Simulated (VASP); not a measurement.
# Pb (I4/mmm) in VASP: further runs

The runs below take Pb through single point, with LDA.

Everything below comes from runs of VASP 6.6.1. Logs are shortened: lines on timing, memory, paths and dates and some standing lists are left out, and cuts for length are marked.

## Step 1: The cell of the first run

Symmetry: I4/mmm, No. 139, tetragonal system. Conventional cell: a = 3.493 Å, b = 3.493 Å, c = 5.014 Å, α = 90.00°, β = 90.00°, γ = 90.00°. Pb (site symmetry 4/mmm) has 12 Pb at 3.49 to 3.52 Å within 4.6 Å.

## Step 2: Single point, LDA (strain +0.0150 x Voigt [1, 0, 0, 0, 0, 0])

The input, INCAR:

```
PREC = Accurate
ENCUT = 520
EDIFF = 1E-7
ISMEAR = 0
SIGMA = 0.15
LREAL = False
LASPH = True
NELM = 100
ALGO = Fast
ISIF = 2
LWAVE = False
LCHARG = True
LELF = True
LVHAR = True
NBANDS = 13
```

The input, KPOINTS:

```
Automatic mesh
0
Gamma
  16 16 16
```

The input, POSCAR:

```
Pb
1.0
    0.0000000000      2.4698000000      2.4698000000
    2.5068470000      0.0000000000      2.4698000000
    2.5068470000      2.4698000000      0.0000000000
Pb
1
Direct
    0.0000000000      0.0000000000      0.0000000000
```

Potentials or basis: VASP PAW LDA potentials, release 64 (Pb_d).

Command:

```sh
$ cat potpaw_LDA.64/Pb_d/POTCAR > POTCAR
$ mpirun -np 1 vasp_std > vasp.out
```

OUTCAR:

```text
PREC = Accurate
   ENCUT = 520
   EDIFF = 1E-7
   ISMEAR = 0
   LREAL = False
   LASPH = True
   NELM = 100
   ISIF = 2

 ion  position               nearest neighbor table
   1  0.000  0.000  0.000-

  LATTYP: Found a body centered tetragonal cell.
 ALAT       =     3.4928246563
 C/A-ratio  =     1.4354267658

  Lattice vectors:

 A1 = (   2.5068470000,   0.0000000000,   2.4698000000)
 A2 = (   2.5068470000,   0.0000000000,  -2.4698000000)
 A3 = (  -2.5068470000,   2.4698000000,   0.0000000000)

Analysis of symmetry for initial positions (statically):
=====================================================================
 Subroutine PRICEL returns:
 Original cell was already a primitive cell.

 Routine SETGRP: Setting up the symmetry group for a
 body centered tetragonal supercell.

 Subroutine GETGRP returns: Found 16 space group operations
 (whereof 16 operations were pure point group operations)
 out of a pool of 16 trial point group operations.

The static configuration has the point symmetry D_4h.

Analysis of symmetry for dynamics (positions and initial velocities):
=====================================================================
 Subroutine PRICEL returns:
 Original cell was already a primitive cell.

 Routine SETGRP: Setting up the symmetry group for a
 body centered tetragonal supercell.

 Subroutine GETGRP returns: Found 16 space group operations
 (whereof 16 operations were pure point group operations)
 out of a pool of 16 trial point group operations.

The dynamic configuration has the point symmetry D_4h.

 Subroutine INISYM returns: Found 16 space group operations
 (whereof 16 operations are pure point group operations),
 and found     1 'primitive' translations

----------------------------------------------------------------------------------------

                                     Primitive cell

  volume of cell :      30.5831

  direct lattice vectors                    reciprocal lattice vectors
     0.000000000  2.469800000  2.469800000    -0.199453736  0.202445542  0.202445542
     2.506847000  0.000000000  2.469800000     0.199453736 -0.202445542  0.202445542
     2.506847000  2.469800000  0.000000000     0.199453736  0.202445542 -0.202445542

  length of vectors
     3.492824656  3.519118344  3.519118344     0.348927196  0.348927196  0.348927196

  position of ions in fractional coordinates (direct lattice)
     0.000000000  0.000000000  0.000000000

  ion indices of the primitive-cell ions
   primitive index   ion index
                 1           1

[... 83 lines left out ...]
   NUPDOWN=      -1.0000    fix difference up-down
   EMIN   =  10.00;   EMAX   =-10.00  energy-range for DOS
   EFERMI =   0.00;   METHOD = LEGACY
   ISMEAR =     0;   SIGMA  =   0.15  broadening in eV -4-tet -1-fermi 0-gaus
   EFERMI_NEDOS =   21; number of points for ismear=-14 and -15
   IALGO  =     68    algorithm
   IMIX   =      4    mixing-type and parameters
     AMIX     =   0.40;   BMIX     =  1.00
     AMIX_MAG =   1.60;   BMIX_MAG =  1.00
  volume/ion in A,a.u.               =      30.58       206.38
  Fermi-wavevector in a.u.,A,eV,Ry     =   1.261703  2.384272 21.659030  1.591894
  Thomas-Fermi vector in A             =   2.395148
   LORBIT       =      0    0 simple, 1 ext, 2 COOP (PROOUT), +10 PAW based schemes
   GGA     = CA    functional components
   LHFCALC =     F    Hartree Fock is set to
   AEXX    =    0.0000 exact exchange contribution
   IVDW    =     0    specifies the selected vdW correction
   LEPSILON=     F    determine dielectric tensor
   LRPA    =     F    only Hartree local field effects (RPA)
 non-spin polarized calculation
 RMM-DIIS sequential band-by-band and
 Gauss-broadening in eV      SIGMA  =   0.15
  energy-cutoff  :      520.00
  volume of cell :       30.58
 maximum number of plane-waves:       869
 NGX is ok and might be reduce to    28
   NGX = 13   NGY = 13   NGZ = 13

 number of electron      13.9999999 magnetization

 Free energy of the ion-electron system (eV)
  ---------------------------------------------------
  ext. energy  EPLUGINS =         0.00000000
  ---------------------------------------------------
  free energy    TOTEN  =        -4.24729968 eV

  energy without entropy =       -4.24238880  energy(sigma->0) =       -4.24484424

 E-fermi :   6.9598     XC(G=0): -10.4145

 val. band max:        6.9588746953   @ k =  -0.3125   0.2500   0.0000
 cond. band min:       6.9755466566   @ k =  -0.4375   0.3125   0.1875
 fundamental gap:      0.0166719614
 Fermi energy:         6.9598172620

 k-point     1 :       0.0000    0.0000    0.0000
  band No.  band energies     occupation
      1     -10.1053      2.00000
      2     -10.0860      2.00000
      3     -10.0860      2.00000
      4      -9.9615      2.00000
      5      -9.9458      2.00000
      6      -4.7970      2.00000
      7      14.1826      0.00000
      8      14.1826      0.00000
      9      14.2074      0.00000
     10      16.7367      0.00000
     11      18.2700      0.00000
     12      19.3457      0.00000
     13      19.3714      0.00000
[... 354 lines left out ...]
  band No.  band energies     occupation
      1     -10.1019      2.00000
      2     -10.0788      2.00000
      3     -10.0679      2.00000
      4      -9.9656      2.00000
      5      -9.9431      2.00000
      6      -4.5994      2.00000
      7      12.4520      0.00000
      8      13.2645      0.00000
      9      14.2596      0.00000
     10      16.5033      0.00000
     11      18.8514      0.00000
     12      19.4422      0.00000
     13      19.9685      0.00000

 [... further k-points ...]

------------------------ aborting loop because EDIFF is reached ----------------------------------------

  FORCE on cell =-STRESS in cart. coord.  units (eV):
  Direction    XX          YY          ZZ          XY          YZ          ZX
  --------------------------------------------------------------------------------------
  -------------------------------------------------------------------------------------
  Total       -0.4846660     -0.4456894     -0.4456894     -0.0000000      0.0000000     -0.0000000
  in kB      -25.3905302    -23.3486322    -23.3486322     -0.0000000      0.0000000     -0.0000000
  external PRESSURE =     -24.0292648 kB  Pullay stress =       0.0000000 kB

 VOLUME and BASIS-vectors are now :
 -----------------------------------------------------------------------------
  energy-cutoff  :      520.00
  volume of cell :       30.58
      direct lattice vectors                 reciprocal lattice vectors
     0.000000000  2.469800000  2.469800000    -0.199453736  0.202445542  0.202445542
     2.506847000  0.000000000  2.469800000     0.199453736 -0.202445542  0.202445542
     2.506847000  2.469800000  0.000000000     0.199453736  0.202445542 -0.202445542

 POSITION                                       TOTAL-FORCE (eV/Angst)
 -----------------------------------------------------------------------------------
      0.00000      0.00000      0.00000         0.000000      0.000000      0.000000
 -----------------------------------------------------------------------------------
    total drift:                               -0.000000     -0.000000     -0.000000

  FREE ENERGIE OF THE ION-ELECTRON SYSTEM (eV)
  ---------------------------------------------------
  free  energy   TOTEN  =        -4.2472996789 eV

  energy  without entropy=       -4.2423887985  energy(sigma->0) =       -4.24484424
```

It took 5.5 min on 1 thread of Intel Xeon 8259CL, shared host; peak memory 0.24 GiB.

What came out:

```yaml
Free_energy: -4.2473 eV
Pressure: -2.4 GPa
Band_gap_on_the_k_mesh: zero (band 7 reaches 14.18 eV, above the bottom of band 8 at 5.19 eV)
```

Stress tensor (GPa, compression positive):
```
-2.54  0.00  0.00
 0.00 -2.33  0.00
 0.00  0.00 -2.33
```

Caveat: the cell differs from its parent crystal (strain +0.0150 x Voigt [1, 0, 0, 0, 0, 0]); spin-orbit coupling is left out, which moves the levels of the heavy elements.

## Step 3: Single point, LDA (strain +0.0300 x Voigt [1, 0, 0, 0, 0, 0])

The input, INCAR:

```
SYSTEM = Pb
  PREC = Accurate
  ENCUT = 520
  EDIFF = 1E-6
  ISMEAR = 0
  SIGMA = 0.15
  LREAL = .FALSE.
  LASPH = .TRUE.
  NELM = 80
  ALGO = Fast
  ISIF = 2
  LWAVE = .FALSE.
  LCHARG = .TRUE.
  GGA = CA
  LELF = .TRUE.
  LVHAR = .TRUE.
  NBANDS = 13
```

The input, KPOINTS:

```
Automatic mesh
0
G
  16 16 16
  0 0 0
```

The input, POSCAR:

```
Pb
1.0
    0.0000000000      2.4698000000      2.4698000000
    2.5438940000      0.0000000000      2.4698000000
    2.5438940000      2.4698000000      0.0000000000
Pb
1
Direct
    0.0000000000      0.0000000000      0.0000000000
```

Potentials or basis: VASP PAW LDA potentials, release 64 (Pb_d).

Command:

```sh
$ cat potpaw_LDA.64/Pb_d/POTCAR > POTCAR
$ mpirun -np 1 vasp_std > vasp.out
```

Wall time 4 min (1 thread of Intel Xeon 8259CL, shared host); peak memory 0.25 GiB.

The run converged. Its results:

```
Free energy            : -4.2394 eV
Pressure               : -3.0 GPa
Band gap on the k mesh : zero (band 7 reaches 13.90 eV, above the bottom of band 8 at 5.02 eV)
```

Stress tensor (GPa, compression positive):
```
-3.23  0.00  0.00
 0.00 -2.82  0.00
 0.00  0.00 -2.82
```

Levels at points of the mesh, in eV from the Fermi level:
| k point | band 5 | band 6 | band 7 | band 8 | band 9 | band 10 |
| --- | --- | --- | --- | --- | --- | --- |
| (0.00, 0.00, 0.00) | -16.89 | -11.65 | 7.11 | 7.11 | 7.15 | 9.78 |
| (0.50, 0.00, 0.00) | -16.77 | -8.17 | -4.12 | 5.09 | 5.59 | 9.23 |
| (0.50, 0.50, 0.00) | -16.73 | -6.71 | -3.14 | 1.74 | 1.93 | 5.26 |
| (0.00, 0.50, 0.50) | -16.74 | -7.03 | -3.37 | 2.19 | 2.19 | 5.58 |

Caveat: the cell differs from its parent crystal (strain +0.0300 x Voigt [1, 0, 0, 0, 0, 0]); spin-orbit coupling is left out, which moves the levels of the heavy elements.

## Step 4: Single point, LDA (strain +0.0450 x Voigt [1, 0, 0, 0, 0, 0])

The input, INCAR:

```
SYSTEM = Pb
ALGO = Fast
EDIFF = 1E-6
ENCUT = 520
ISIF = 2
ISMEAR = 0
LASPH = .True.
LCHARG = .True.
LELF = .True.
LREAL = .False.
LVHAR = .True.
LWAVE = .False.
NBANDS = 13
NELM = 100
PREC = Accurate
SIGMA = 0.15
```

The input, KPOINTS:

```
k-points
0
Gamma
  16 16 16
  0 0 0
```

The input, POSCAR:

```
Pb
1.0
    0.0000000000      2.4698000000      2.4698000000
    2.5809410000      0.0000000000      2.4698000000
    2.5809410000      2.4698000000      0.0000000000
Pb
1
Direct
    0.0000000000      0.0000000000      0.0000000000
```

Command:

```sh
$ cat potpaw_LDA.64/Pb_d/POTCAR > POTCAR
$ mpirun -np 1 vasp_std > vasp.out
```

It took 3.8 min on 1 thread of Intel Xeon 8259CL, shared host; peak memory 0.25 GiB.

It converged, with:

| Quantity | Value |
| --- | --- |
| Free energy | -4.2296 eV |
| Pressure | -3.4 GPa |
| Band gap on the k mesh | zero (band 7 reaches 13.63 eV, above the bottom of band 8 at 4.86 eV) |

Stress tensor (GPa, compression positive):
```
-3.82  0.00  0.00
 0.00 -3.26  0.00
 0.00  0.00 -3.26
```

Levels at points of the mesh, in eV from the Fermi level:
| k point | band 4 | band 5 | band 6 | band 7 | band 8 | band 9 | band 10 | band 11 |
| --- | --- | --- | --- | --- | --- | --- | --- | --- |
| (0.00, 0.00, 0.00) | -16.91 | -16.86 | -11.54 | 7.01 | 7.01 | 7.06 | 9.80 | 10.97 |
| (0.50, 0.00, 0.00) | -16.77 | -16.75 | -8.14 | -4.04 | 4.90 | 5.64 | 9.04 | 9.32 |
| (0.50, 0.50, 0.00) | -16.75 | -16.71 | -6.67 | -3.04 | 1.64 | 1.93 | 5.18 | 6.44 |
| (0.00, 0.50, 0.50) | -16.74 | -16.74 | -7.14 | -3.37 | 2.29 | 2.29 | 5.66 | 6.89 |

Caveat: the cell differs from its parent crystal (strain +0.0450 x Voigt [1, 0, 0, 0, 0, 0]); spin-orbit coupling is left out, which moves the levels of the heavy elements.

## Step 5: Single point, LDA (strain +0.0600 x Voigt [1, 0, 0, 0, 0, 0])

The input, INCAR:

```
SYSTEM = Pb
ALGO = Fast
EDIFF = 1E-7
ENCUT = 520
ISIF = 2
ISMEAR = 0
LASPH = .TRUE.
LCHARG = .FALSE.
LREAL = .FALSE.
LWAVE = .FALSE.
NBANDS = 13
NELM = 60
PREC = Accurate
SIGMA = 0.15
```

The input, KPOINTS:

```
k-points
0
G
  16 16 16
  0 0 0
```

The input, POSCAR:

```
Pb
1.0
    0.0000000000      2.4698000000      2.4698000000
    2.6179880000      0.0000000000      2.4698000000
    2.6179880000      2.4698000000      0.0000000000
Pb
1
Direct
    0.0000000000      0.0000000000      0.0000000000
```

Potentials or basis: VASP PAW LDA potentials, release 64 (Pb_d).

Command:

```sh
$ cat potpaw_LDA.64/Pb_d/POTCAR > POTCAR
$ mpirun -np 1 vasp_std > vasp.out
```

OUTCAR:

```text
SYSTEM = Pb
   EDIFF = 1E-7
   ENCUT = 520
   ISIF = 2
   ISMEAR = 0
   LASPH = .TRUE.
   LREAL = .FALSE.
   NELM = 60
   PREC = Accurate

 ion  position               nearest neighbor table
   1  0.000  0.000  0.000-

  LATTYP: Found a body centered tetragonal cell.
 ALAT       =     3.4928246563
 C/A-ratio  =     1.4990663761

  Lattice vectors:

 A1 = (   2.6179880000,   0.0000000000,   2.4698000000)
 A2 = (   2.6179880000,   0.0000000000,  -2.4698000000)
 A3 = (  -2.6179880000,   2.4698000000,   0.0000000000)

Analysis of symmetry for initial positions (statically):
=====================================================================
 Subroutine PRICEL returns:
 Original cell was already a primitive cell.

 Routine SETGRP: Setting up the symmetry group for a
 body centered tetragonal supercell.

 Subroutine GETGRP returns: Found 16 space group operations
 (whereof 16 operations were pure point group operations)
 out of a pool of 16 trial point group operations.

The static configuration has the point symmetry D_4h.

Analysis of symmetry for dynamics (positions and initial velocities):
[... 171 lines left out ...]
      4     -10.4480      2.00000
      5     -10.3901      2.00000
      6      -4.9896      2.00000
      7      13.3637      0.00000
      8      13.3637      0.00000
      9      13.4096      0.00000
     10      16.2627      0.00000
     11      17.2529      0.00000
     12      18.5200      0.00000
     13      18.6444      0.00000
[... 354 lines left out ...]
  band No.  band energies     occupation
      1     -10.5771      2.00000
      2     -10.5128      2.00000
      3     -10.5026      2.00000
      4     -10.4484      2.00000
      5     -10.3905      2.00000
      6      -4.8036      2.00000
      7      11.7402      0.00000
      8      12.5307      0.00000
      9      13.3970      0.00000
     10      15.9674      0.00000
     11      17.9452      0.00000
     12      18.3952      0.00000
     13      18.6722      0.00000

 [... further k-points ...]

------------------------ aborting loop because EDIFF is reached ----------------------------------------

  FORCE on cell =-STRESS in cart. coord.  units (eV):
  Direction    XX          YY          ZZ          XY          YZ          ZX
  --------------------------------------------------------------------------------------
  -------------------------------------------------------------------------------------
  Total       -0.8668344     -0.7417381     -0.7417381      0.0000000      0.0000000      0.0000000
  in kB      -43.4835987    -37.2083098    -37.2083098      0.0000000      0.0000000      0.0000000
  external PRESSURE =     -39.3000727 kB  Pullay stress =       0.0000000 kB

 VOLUME and BASIS-vectors are now :
 -----------------------------------------------------------------------------
  energy-cutoff  :      520.00
  volume of cell :       31.94
      direct lattice vectors                 reciprocal lattice vectors
     0.000000000  2.469800000  2.469800000    -0.190986361  0.202445542  0.202445542
     2.617988000  0.000000000  2.469800000     0.190986361 -0.202445542  0.202445542
     2.617988000  2.469800000  0.000000000     0.190986361  0.202445542 -0.202445542

 POSITION                                       TOTAL-FORCE (eV/Angst)
 -----------------------------------------------------------------------------------
      0.00000      0.00000      0.00000         0.000000      0.000000     -0.000000
 -----------------------------------------------------------------------------------
    total drift:                               -0.000000     -0.000000     -0.000000

  FREE ENERGIE OF THE ION-ELECTRON SYSTEM (eV)
  ---------------------------------------------------
  free  energy   TOTEN  =        -4.2182105654 eV

  energy  without entropy=       -4.2128135908  energy(sigma->0) =       -4.21551208
```

stdout:

```text
POSCAR found type information on POSCAR Pb
 POSCAR found :  1 types and       1 ions
 scaLAPACK will be used
 LDA part: xc-table for (Slater(with rela. corr.)+CA(PZ))
 , standard interpolation
 POSCAR, INCAR and KPOINTS ok, starting setup
 FFT: planning ... GRIDC
 FFT: planning ... GRID_SOFT
 FFT: planning ... GRID
 WAVECAR not read
 entering main loop
WARNING in EDDRMM: call to ZHEGV failed, returncode =   8  4     13
WARNING in EDDRMM: call to ZHEGV failed, returncode =   6  3     12
WARNING in EDDRMM: call to ZHEGV failed, returncode =   8  4     12
WARNING in EDDRMM: call to ZHEGV failed, returncode =   8  4     12
WARNING in EDDRMM: call to ZHEGV failed, returncode =   8  4     12
WARNING in EDDRMM: call to ZHEGV failed, returncode =   8  4     11
WARNING in EDDRMM: call to ZHEGV failed, returncode =   6  3     13
WARNING in EDDRMM: call to ZHEGV failed, returncode =   6  3     13
WARNING in EDDRMM: call to ZHEGV failed, returncode =   6  3     13
WARNING in EDDRMM: call to ZHEGV failed, returncode =   6  3     12
```

Wall time 4.1 min (1 thread of Intel Xeon 8259CL, shared host); peak memory 0.25 GiB.

What came out:

```yaml
Free_energy: -4.2182 eV
Pressure: -3.9 GPa
Band_gap_on_the_k_mesh: zero (band 7 reaches 13.36 eV, above the bottom of band 8 at 4.71 eV)
```

Stress tensor (GPa, compression positive):
```
-4.35  0.00  0.00
 0.00 -3.72  0.00
 0.00  0.00 -3.72
```

Levels at points of the mesh, in eV from the Fermi level:
```csv
k point,band 3,band 4,band 5,band 6,band 7,band 8,band 9,band 10,band 11,band 12
"(0.00, 0.00, 0.00)",-16.97,-16.90,-16.84,-11.44,6.91,6.91,6.96,9.81,10.80,12.07
"(0.50, 0.00, 0.00)",-16.96,-16.77,-16.74,-8.12,-3.96,4.71,5.68,8.83,9.36,10.79
"(0.50, 0.50, 0.00)",-16.77,-16.75,-16.70,-6.64,-2.94,1.54,1.93,5.12,6.38,17.23
"(0.00, 0.50, 0.50)",-16.76,-16.73,-16.73,-7.25,-3.36,2.40,2.40,5.73,6.96,18.49
```

Caveat: the cell differs from its parent crystal (strain +0.0600 x Voigt [1, 0, 0, 0, 0, 0]); spin-orbit coupling is left out, which moves the levels of the heavy elements.

## Step 6: Overview

```csv
cell,further INCAR settings,gap on the mesh (eV),pressure (GPa)
"a = 3.493, b = 3.519, c = 3.519 Å, angles 59.5, 60.2, 60.2°, 1 atom",ALGO = Fast; EDIFF = 1e-07; NBANDS = 13,none,-2.4
"a = 3.493, b = 3.546, c = 3.546 Å, angles 59.0, 60.5, 60.5°, 1 atom",ALGO = Fast; EDIFF = 1e-06; NBANDS = 13,none,-3.0
"a = 3.493, b = 3.572, c = 3.572 Å, angles 58.5, 60.7, 60.7°, 1 atom",ALGO = Fast; EDIFF = 1e-06; NBANDS = 13,none,-3.4
"a = 3.493, b = 3.599, c = 3.599 Å, angles 58.1, 61.0, 61.0°, 1 atom",ALGO = Fast; EDIFF = 1e-07; NBANDS = 13,none,-3.9
```

Alike in all rows: task single point; level LDA; potentials or basis VASP PAW LDA potentials, release 64 (Pb_d); no spin polarisation; k mesh 16 × 16 × 16; cutoff (eV) 520; smearing gaussian 0.15 eV.

Caveats: spin-orbit coupling is left out, which moves the levels of the heavy elements.

Total energies depend on the potentials used, so only differences within one code and one set of settings carry meaning.
